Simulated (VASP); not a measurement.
# Si2NF2 (P-3m1) in VASP: further runs, part 2 of 2

VASP 6.6.1. Earlier steps stand in the parts before.

## (3) Single point, PBE

This run uses another cell than the first one, of 13.87 Å³/atom, 1.003 times its volume.

The input, INCAR:

```
SYSTEM = Si2NF2
ALGO = Normal
EDIFF = 1E-7
ENCUT = 520
GGA = PE
ISIF = 2
ISMEAR = 0
LASPH = .TRUE.
LCHARG = .FALSE.
LREAL = .FALSE.
LWAVE = .FALSE.
NBANDS = 22
NELM = 100
PREC = Accurate
SIGMA = 0.1
```

The input, KPOINTS:

```
k-points
0
G
  6 6 2
  0 0 0
```

The input, POSCAR:

```
Si2NF2
1.0
    3.2024427395      0.0000000000      0.0000000000
   -1.6012213698      2.7733967666      0.0000000000
    0.0000000000      0.0000000000      7.8094435114
Si N F
2 1 2
Direct
    0.3333333333      0.6666666667      0.3457524601
    0.6666666667      0.3333333333      0.6542475399
    0.0000000000      0.0000000000      0.5000000000
    0.3333333333      0.6666666667      0.7956427381
    0.6666666667      0.3333333333      0.2043572619
```

Potentials or basis: VASP PAW PBE potentials, release 64 (Si, N, F).

Started as:

```sh
cat potpaw_PBE.64/Si/POTCAR potpaw_PBE.64/N/POTCAR potpaw_PBE.64/F/POTCAR > POTCAR
mpirun -np 1 vasp_std > vasp.out
```

OUTCAR:

```text
SYSTEM = Si2NF2
   EDIFF = 1E-7
   ENCUT = 520
   GGA = PE
   ISIF = 2
   ISMEAR = 0
   LASPH = .TRUE.
   LREAL = .FALSE.
   NELM = 100
   PREC = Accurate

 ion  position               nearest neighbor table
   1  0.333  0.667  0.346-   5 2.15   5 2.15   5 2.15   3 2.21   3 2.21   3 2.21   2 3.04   2 3.04
                             2 3.04
   2  0.667  0.333  0.654-   4 2.15   4 2.15   4 2.15   3 2.21   3 2.21   3 2.21   1 3.04   1 3.04
                             1 3.04
   3  0.000  0.000  0.500-   1 2.21   2 2.21   2 2.21   1 2.21   2 2.21   1 2.21
   4  0.333  0.667  0.796-   2 2.15   2 2.15   2 2.15
   5  0.667  0.333  0.204-   1 2.15   1 2.15   1 2.15

  LATTYP: Found a hexagonal cell.
 ALAT       =     3.2024427395
 C/A-ratio  =     2.4385895851

  Lattice vectors:

 A1 = (   3.2024427395,   0.0000000000,   0.0000000000)
 A2 = (  -1.6012213698,   2.7733967666,   0.0000000000)
[... 167 lines left out ...]
  ---------------------------------------------------
  free energy    TOTEN  =       -25.82708725 eV

  energy without entropy =      -25.81694974  energy(sigma->0) =      -25.82201849

 E-fermi :   4.8150     XC(G=0):  -9.3710

 val. band max:        4.7772662878   @ k =   0.3333   0.0000   0.0000
 cond. band min:       4.8274940055   @ k =   0.3333   0.0000   0.5000
 fundamental gap:      0.0502277177
 Fermi energy:         4.8150164418

 k-point     1 :       0.0000    0.0000    0.0000
  band No.  band energies     occupation
      1     -20.3522      2.00000
      2     -20.3152      2.00000
      3     -12.4884      2.00000
      4      -4.8028      2.00000
      5      -2.3820      2.00000
      6      -1.4090      2.00000
[... 339 lines left out ...]
     21      13.9599      0.00000
     22      14.1797      0.00000

------------------------ aborting loop because EDIFF is reached ----------------------------------------

  FORCE on cell =-STRESS in cart. coord.  units (eV):
  Direction    XX          YY          ZZ          XY          YZ          ZX
  --------------------------------------------------------------------------------------
  -------------------------------------------------------------------------------------
  Total        0.0242176      0.0242176      0.0091210     -0.0000000      0.0000000     -0.0000000
  in kB        0.5594069      0.5594069      0.2106876     -0.0000000      0.0000000     -0.0000000
  external PRESSURE =       0.4431671 kB  Pullay stress =       0.0000000 kB

 VOLUME and BASIS-vectors are now :
 -----------------------------------------------------------------------------
  energy-cutoff  :      520.00
  volume of cell :       69.36
      direct lattice vectors                 reciprocal lattice vectors
     3.202442739  0.000000000  0.000000000     0.312261633  0.180284338  0.000000000
    -1.601221370  2.773396767  0.000000000     0.000000000  0.360568676  0.000000000
     0.000000000  0.000000000  7.809443511     0.000000000  0.000000000  0.128050097

 POSITION                                       TOTAL-FORCE (eV/Angst)
 -----------------------------------------------------------------------------------
     -0.00000      1.84893      2.70013        -0.000000      0.000000     -0.019030
      1.60122      0.92447      5.10931        -0.000000     -0.000000      0.019030
      0.00000      0.00000      3.90472         0.000000      0.000000      0.000000
     -0.00000      1.84893      6.21353         0.000000     -0.000000      0.012316
      1.60122      0.92447      1.59592        -0.000000      0.000000     -0.012316
 -----------------------------------------------------------------------------------
    total drift:                               -0.000000      0.000000      0.000000

  FREE ENERGIE OF THE ION-ELECTRON SYSTEM (eV)
  ---------------------------------------------------
  free  energy   TOTEN  =       -25.8270872472 eV

  energy  without entropy=      -25.8169497400  energy(sigma->0) =      -25.82201849
```

OSZICAR:

```text
N       E                     dE             d eps       ncg     rms          rms(c)
DAV:   1     0.125404481278E+03    0.12540E+03   -0.13753E+04   616   0.109E+03
DAV:   2    -0.191884817803E+02   -0.14459E+03   -0.13886E+03   772   0.242E+02
DAV:   3    -0.279117245955E+02   -0.87232E+01   -0.86068E+01   766   0.580E+01
DAV:   4    -0.280194824024E+02   -0.10776E+00   -0.10769E+00   658   0.707E+00
DAV:   5    -0.280208045018E+02   -0.13221E-02   -0.13220E-02   806   0.747E-01    0.929E+00
DAV:   6    -0.258642590492E+02    0.21565E+01   -0.86434E+00   694   0.196E+01    0.402E+00
DAV:   7    -0.258312840863E+02    0.32975E-01   -0.54259E-01   652   0.504E+00    0.226E+00
DAV:   8    -0.258264282450E+02    0.48558E-02   -0.71885E-02   658   0.208E+00    0.690E-01
DAV:   9    -0.258267587654E+02   -0.33052E-03   -0.95065E-03   784   0.783E-01    0.170E-01
DAV:  10    -0.258268883432E+02   -0.12958E-03   -0.15487E-03   690   0.252E-01    0.102E-01
DAV:  11    -0.258271069975E+02   -0.21865E-03   -0.54779E-04   646   0.156E-01    0.389E-02
DAV:  12    -0.258270838965E+02    0.23101E-04   -0.46600E-05   752   0.541E-02    0.114E-02
DAV:  13    -0.258270867251E+02   -0.28286E-05   -0.18493E-05   666   0.242E-02    0.422E-03
DAV:  14    -0.258270873402E+02   -0.61507E-06   -0.10041E-06   706   0.677E-03    0.150E-03
DAV:  15    -0.258270872472E+02    0.92975E-07   -0.10854E-07   584   0.224E-03
   1 F= -.25827087E+02 E0= -.25822018E+02  d E =-.101375E-01
```

stdout:

```text
POSCAR found type information on POSCAR SiN F
 POSCAR found :  3 types and       5 ions
 scaLAPACK will be used
 LDA part: xc-table for (Slater+PW92), standard interpolation
 POSCAR, INCAR and KPOINTS ok, starting setup
 FFT: planning ... GRIDC
 FFT: planning ... GRID_SOFT
 FFT: planning ... GRID
 WAVECAR not read
 entering main loop
```

Run time: 30 s. Hardware: 1 thread of Intel Xeon Platinum 8375C at 2.90GHz (Ice Lake), shared host; peak memory 0.18 GiB.

Results:

```yaml
Free_energy: -25.8271 eV
Pressure: 0.0 GPa
Largest_force: 0.019 eV/Å
```

Forces on the atoms (eV/Å):
```
Si   0.000  0.000 -0.019
Si   0.000  0.000  0.019
N    0.000  0.000  0.000
F    0.000  0.000  0.012
F    0.000  0.000 -0.012
```

Levels at points of the mesh, in eV from the Fermi level:
```csv
k point,band 12,band 13,band 14,band 15,band 16,band 17
"(0.00, 0.00, 0.00)",-3.46,-3.09,0.03,0.36,3.77,3.77
"(0.50, 0.00, 0.00)",-4.49,-2.66,0.81,1.29,3.97,4.61
"(0.00, 0.00, 0.50)",-3.46,-2.78,-0.23,0.47,3.77,3.77
"(0.50, 0.00, 0.50)",-4.49,-2.62,0.82,1.20,3.99,4.61
```

Caveat: the k points lie up to 0.40 Å⁻¹ apart; this functional lacks dispersion, which binds the layers, so the pressure and a relaxed spacing across them are unreliable; an odd number of electrons without spin polarisation forces a metal; a magnetic or distorted state may lie lower.

## (4) Relaxation of cell and atoms, PBE

The input, INCAR:

```
  ALGO = Normal
  EDIFF = 1E-6
  EDIFFG = -0.04
  ENCUT = 600
  GGA = PE
  IBRION = 2
  ISIF = 3
  ISMEAR = 0
  LASPH = True
  LCHARG = False
  LREAL = False
  LWAVE = False
  NELM = 60
  NSW = 90
  PREC = Accurate
  SIGMA = 0.1
```

The input, KPOINTS:

```
k-points
0
Gamma
  6 6 2
```

The input, POSCAR:

```
Si2NF2
1.0
    3.1975020200      0.0000000000      0.0000000000
   -1.5987510100      2.7691179800      0.0000000000
    0.0000000000      0.0000000000      7.8073356200
Si N F
2 1 2
Direct
    0.3333333300      0.6666666700      0.3453400100
    0.6666666700      0.3333333300      0.6546599900
    0.0000000000      0.0000000000      0.5000000000
    0.3333333300      0.6666666700      0.8444100000
    0.6666666700      0.3333333300      0.1555900000
```

Started as:

```sh
cat potpaw_PBE.64/Si/POTCAR potpaw_PBE.64/N/POTCAR potpaw_PBE.64/F/POTCAR > POTCAR
mpirun -np 1 vasp_std > vasp.out
```

Wall time 5.2 min (1 thread of Intel Xeon Platinum 8375C at 2.90GHz (Ice Lake), shared host); peak memory 0.22 GiB.

The run converged. Its results:

- Free energy: -25.8329 eV
- Relaxed volume: 13.03 Å³/atom
- Relaxed cell: a = 3.199 Å, b = 3.199 Å, c = 7.353 Å, α = 90.00°, β = 90.00°, γ = 120.00°
- Space group after relaxing (to 0.05 Å): P-3m1 (No. 164)
- Energy gained by relaxing: 150.0 meV/atom
- Ionic steps: 17
- Pressure after relaxing: 0.0 GPa
- Largest force after relaxing: 0.033 eV/Å

Forces on the atoms (eV/Å):
```
Si   0.000  0.000  0.020
Si   0.000  0.000 -0.020
N    0.000  0.000  0.000
F    0.000  0.000 -0.033
F    0.000  0.000  0.033
```

Stress tensor (GPa, compression positive):
```
 0.02  0.00  0.00
 0.00  0.02  0.00
 0.00  0.00 -0.07
```

Step by step:
```
step  energy change (eV)  largest force (eV/Å)  pressure (GPa)  volume (Å³)
   1              0.0000                2.1803           -8.75        69.13
   2             -0.6853                0.2271            1.38        61.85
   3             -0.6856                0.1778            1.72        61.69
   4             -0.7038                0.1763            0.14        62.73
   5             -0.7081                0.3090           -1.19        63.63
   6             -0.7201                0.2568           -1.12        63.81
   7             -0.7391                0.1424           -1.17        64.32
   8             -0.7395                0.1267           -1.21        64.40
   9             -0.7433                0.0364            0.32        63.60
  10             -0.7433                0.0422            0.19        63.67
  11             -0.7438                0.0481            0.17        63.74
  12             -0.7449                0.0661            0.11        63.96
  13             -0.7461                0.1192            0.01        64.38
  14             -0.7464                0.1128            0.00        64.41
  15             -0.7471                0.0942            0.00        64.52
  16             -0.7485                0.0718           -0.01        64.74
  17             -0.7502                0.0330           -0.01        65.17
```

Final structure:
```
CELL_PARAMETERS angstrom
3.19910 0.00000 0.00000
-1.59955 2.77050 0.00000
0.00000 0.00000 7.35278
ATOMIC_POSITIONS crystal
Si 0.33333 0.66667 0.33547
Si 0.66667 0.33333 0.66453
N 0.00000 0.00000 0.50000
F 0.33333 0.66667 0.81559
F 0.66667 0.33333 0.18441
```

Levels at points of the mesh, in eV from the Fermi level:
```tsv
k point	band 11	band 12	band 13	band 14	band 15	band 16	band 17
(0.00, 0.00, 0.00)	-3.44	-3.44	-3.20	0.10	0.38	3.81	3.81
(0.50, 0.00, 0.00)	-4.66	-4.48	-2.68	0.80	1.32	3.94	4.59
(0.00, 0.00, 0.50)	-3.44	-3.44	-2.64	-0.28	0.53	3.80	3.80
(0.50, 0.00, 0.50)	-4.52	-4.47	-2.61	0.80	1.15	3.97	4.59
```

Caveat: the k points lie up to 0.43 Å⁻¹ apart in the final cell; an odd number of electrons without spin polarisation forces a metal; a magnetic or distorted state may lie lower.

## (5) Single point, PBE

This run uses another cell than the first one, of 14.04 Å³/atom, 1.016 times its volume.

The input, INCAR:

```
SYSTEM = Si2NF2
ALGO = Normal ; EDIFF = 1E-6
ENCUT = 520 ; GGA = PE
ISIF = 2 ; ISMEAR = 0
LASPH = .True. ; LCHARG = .True.
LELF = .True. ; LREAL = .False.
LVHAR = .True. ; LWAVE = .False.
NBANDS = 22 ; NELM = 80
PREC = Accurate ; SIGMA = 0.1
```

The input, KPOINTS:

```
k-points
0
Gamma
  12 12 6
  0 0 0
```

The input, POSCAR:

```
Si2NF2
1.0
    3.2100738420      0.0000000000      0.0000000000
   -1.6050369210      2.7800054952      0.0000000000
    0.0000000000      0.0000000000      7.8676158537
Si N F
2 1 2
Direct
    0.3333333333      0.6666666667      0.3469523905
    0.6666666667      0.3333333333      0.6530476095
    0.0000000000      0.0000000000      0.5000000000
    0.3333333333      0.6666666667      0.7911440540
    0.6666666667      0.3333333333      0.2088559460
```

Started as:

```sh
cat potpaw_PBE.64/Si/POTCAR potpaw_PBE.64/N/POTCAR potpaw_PBE.64/F/POTCAR > POTCAR
mpirun -np 1 vasp_std > vasp.out
```

It took 2.1 min on 1 thread of Intel Xeon Platinum 8375C at 2.90GHz (Ice Lake), shared host; peak memory 0.26 GiB.

Results (log left out):

- Free energy: -25.8136 eV
- Pressure: -0.1 GPa
- Largest force: 0.014 eV/Å

Forces on the atoms (eV/Å):
```
Si   0.000  0.000  0.009
Si   0.000  0.000 -0.009
N    0.000  0.000  0.000
F    0.000  0.000  0.014
F    0.000  0.000 -0.014
```

Levels at points of the mesh, in eV from the Fermi level:
```csv
k point,band 10,band 11,band 12,band 13,band 14,band 15,band 16,band 17,band 18,band 19
"(0.00, 0.00, 0.00)",-5.00,-3.56,-3.56,-3.23,-0.11,0.22,3.62,3.62,5.48,6.01
"(0.50, 0.00, 0.00)",-6.17,-4.67,-4.58,-2.77,0.69,1.21,3.88,4.52,5.10,5.63
"(0.00, 0.00, 0.50)",-5.27,-3.56,-3.56,-2.94,-0.35,0.32,3.62,3.62,4.90,6.53
"(0.50, 0.00, 0.50)",-6.19,-4.61,-4.57,-2.74,0.70,1.12,3.91,4.52,5.19,5.57
```

Caveat: this functional lacks dispersion, which binds the layers, so the pressure and a relaxed spacing across them are unreliable; an odd number of electrons without spin polarisation forces a metal; a magnetic or distorted state may lie lower.

## (6) The runs side by side

| task | cell | k mesh | cutoff (eV) | gap on the mesh (eV) | pressure (GPa) | largest force (eV/Å) |
| --- | --- | --- | --- | --- | --- | --- |
| single point | a = 3.198, b = 3.198, c = 7.807 Å, angles 90.0, 90.0, 120.0°, 5 atoms | 6 × 6 × 2 | 520 | none | -8.7 | 2.18 |
| single point | a = 3.202, b = 3.202, c = 7.809 Å, angles 90.0, 90.0, 120.0°, 5 atoms | 6 × 6 × 2 | 520 | none | 0.0 | 0.02 |
| relaxation of cell and atoms | relaxed from a = 3.198, b = 3.198, c = 7.807 Å, angles 90.0, 90.0, 120.0°, 5 atoms | 6 × 6 × 2 | 600 | none | 0.0 | 0.03 |
| single point | a = 3.210, b = 3.210, c = 7.868 Å, angles 90.0, 90.0, 120.0°, 5 atoms | 12 × 12 × 6 | 520 | none | -0.1 | 0.01 |

Alike in all rows: level PBE; potentials or basis VASP PAW PBE potentials, release 64 (Si, N, F); no spin polarisation; smearing gaussian 0.1 eV.

Caveats: some runs use coarse meshes; an odd number of electrons without spin polarisation forces a metal; a magnetic or distorted state may lie lower; this functional lacks dispersion, which binds the layers, so the pressure and a relaxed spacing across them are unreliable (some runs).

Total energies depend on the potentials used, so only differences within one code and one set of settings carry meaning.
